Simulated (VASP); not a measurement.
Write the native input for VASP 6.6.1 that does the following.

```yaml
Task: single point
Functional: r2SCAN50
Potentials_or_basis: VASP PAW PBE potentials, release 64 (In_d, As)
Cutoff: 520 eV
k_mesh: 5 × 5 × 5
Occupations: fermi-dirac, width 0.05 eV
Spin: no spin polarisation
Dipole_correction: no
Grid_for_exact_exchange_PRECFOCK: Normal
Further_INCAR_settings: ALGO = Normal; EDIFF = 1e-07; NBANDS = 16
Share_of_exact_exchange: 0.5
```

Crystal: InAs.

```
In As
1.0
     0.00000    3.01800    3.01800
     3.01800    0.00000    3.01800
     3.01800    3.01800    0.00000
In As
1 1
Direct
  0.00000 0.00000 0.00000
  0.75000 0.75000 0.75000
```

One way to write it, as run:

POSCAR

```
InAs
1.0
    0.0000000000      3.0180000000      3.0180000000
    3.0180000000      0.0000000000      3.0180000000
    3.0180000000      3.0180000000      0.0000000000
In As
1 1
Direct
    0.0000000000      0.0000000000      0.0000000000
    0.7500000000      0.7500000000      0.7500000000
```

INCAR.step1

```
SYSTEM = InAs
PREC = Accurate
ENCUT = 520
EDIFF = 1E-5
ISMEAR = -1
SIGMA = 0.05
LREAL = .FALSE.
LASPH = .TRUE.
NELM = 80
ALGO = Normal
ISIF = 2
LWAVE = .TRUE.
LCHARG = .FALSE.
GGA = PE
NBANDS = 16
```

INCAR.step2

```
SYSTEM = InAs
PREC = Accurate
ENCUT = 520
EDIFF = 1E-7
ISMEAR = -1
SIGMA = 0.05
LREAL = .FALSE.
LASPH = .TRUE.
NELM = 80
ALGO = Normal
ISIF = 2
LWAVE = .FALSE.
LCHARG = .FALSE.
METAGGA = R2SCAN
LHFCALC = .TRUE.
AEXX = 0.5
LMIXTAU = .TRUE.
PRECFOCK = Normal
ISTART = 1
NBANDS = 16
```

KPOINTS

```
Automatic mesh
0
G
  5 5 5
  0 0 0
```

Potentials or basis: VASP PAW PBE potentials, release 64 (In_d, As).

Launch:

```bash
$ cat potpaw_PBE.64/In_d/POTCAR potpaw_PBE.64/As/POTCAR > POTCAR
$ cp INCAR.step1 INCAR
$ mpirun -np 1 vasp_std > vasp.out
$ cp INCAR.step2 INCAR
$ mpirun -np 1 vasp_std > vasp.out
```

Results of the run:

* Pressure: -0.7 GPa
* Band gap on the k mesh: 2.77 eV

Caveat: the PAW data sets were made with another functional, which shifts forces and pressure a little; spin-orbit coupling is left out, which moves the levels of the heavy elements.

Wall time 46 min on 1 thread of AMD EPYC 7R43 64-Core Processor (Zen 3) (shared host), peak memory 0.17 GiB.
